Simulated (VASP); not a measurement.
Input of a VASP 6.6.1 run:

Contents of INCAR:

```
PREC = Accurate
ENCUT = 520
EDIFF = 1E-7
ISMEAR = -1
SIGMA = 0.05
LREAL = F
LASPH = T
NELM = 100
ALGO = Normal
ISIF = 2
LWAVE = F
LCHARG = F
NBANDS = 8
```

KPOINTS

```
regular mesh
0
Gamma
  10 10 10
```

The input POSCAR:

```
Sb
1.0
    0.0000000000      2.4024466595      2.4024466595
    2.4024466595      0.0000000000      2.4024466595
    2.4024466595      2.4024466595      0.0000000000
Sb
1
Direct
    0.0000000000      0.0000000000      0.0000000000
```

Potentials or basis: VASP PAW LDA potentials, release 64 (Sb).

Launch:

```console
$ cat potpaw_LDA.64/Sb/POTCAR > POTCAR
$ mpirun -np 1 vasp_std > vasp.out
```

What does it give for the pressure?

-4.4 GPa.
